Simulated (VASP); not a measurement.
Write the native input for VASP 6.6.1 that does the following.

```
Task                   : single point
Functional             : PBE
Dispersion             : D3(BJ)
Potentials or basis    : VASP PAW PBE potentials, release 64 (Pb_d, F)
Cutoff                 : 520 eV
k mesh                 : 1 × 1 × 1
Occupations            : fermi-dirac, width 0.05 eV
Spin                   : no spin polarisation
Dipole correction      : no
Further INCAR settings : LREAL = Auto; ALGO = Normal; EDIFF = 1e-07; NBANDS = 130
```

The structure of PbF2 lies in POSCAR:

```
PbF2
1.0
    0.0000000000      5.9158970000      5.9158970000
    5.9158970000      0.0000000000      5.9158970000
    5.9158970000      5.9158970000      0.0000000000
Pb F
8 16
Direct
    0.0030933601      0.0281445062     -0.0208421479
    0.0203181360     -0.0510827014      0.5283222477
   -0.0132186209      0.4982507302      0.0030088421
   -0.0070319007      0.4791496539      0.5001777414
    0.5026625717     -0.0102604897      0.0237495683
    0.5500349313      0.0091363998      0.4807639484
    0.4477934623      0.5354555700     -0.0055105760
    0.4852265007      0.5282630850      0.4946080028
    0.4375414244      0.3554236999      0.3528036408
    0.1105073330      0.1275461692      0.1379249842
    0.3443602889      0.4087630329      0.8666648523
    0.1354655093      0.1264896938      0.5821771407
    0.3999139944      0.8731642894      0.3660053581
    0.1334962390      0.6054787634      0.1194831485
    0.3665124663      0.8560071279      0.8824781770
    0.1173701976      0.5954718279      0.6067803412
    0.8287162538      0.3473353238      0.4081206958
    0.6179198184      0.1061969132      0.1425734762
    0.8848108748      0.3636388531      0.8807202019
    0.6696533087      0.0614446127      0.6648019734
    0.9097352439      0.8402276105      0.3426023137
    0.6139981815      0.6534004902      0.1241316406
    0.8984182787      0.8484343118      0.8854532119
    0.6526651833      0.6449064275      0.5909332093
```

These files were run (other wordings do the same):

INCAR

```
SYSTEM = PbF2
  PREC = Accurate
  ENCUT = 520
  EDIFF = 1E-7
  ISMEAR = -1
  SIGMA = 0.05
  LREAL = Auto
  LASPH = .TRUE.
  NELM = 100
  ALGO = Normal
  ISIF = 2
  LWAVE = .FALSE.
  LCHARG = .FALSE.
  GGA = PE
  IVDW = 12
  NBANDS = 130
```

KPOINTS

```
regular mesh
0
G
  1 1 1
  0 0 0
```

Potentials or basis: VASP PAW PBE potentials, release 64 (Pb_d, F).

The run is started by

```bash
$ cat potpaw_PBE.64/Pb_d/POTCAR potpaw_PBE.64/F/POTCAR > POTCAR
$ mpirun -np 1 vasp_gam > vasp.out
```

It gave:

```
Pressure                   : 4.9 GPa
Largest force              : 2.391 eV/Å
Band gap on the k mesh     : 4.08 eV
Dispersion energy per atom : -0.155 eV
```

Caveat: the k points lie up to 0.92 Å⁻¹ apart; spin-orbit coupling is left out, which moves the levels of the heavy elements; forces of over 1 eV/Å act on the atoms, so gaps and moduli don't describe the material at rest.

Run time: 2.1 min on 1 thread of Intel(R) Xeon(R) Platinum 8488C (Sapphire Rapids) (shared host), peak memory 0.51 GiB.
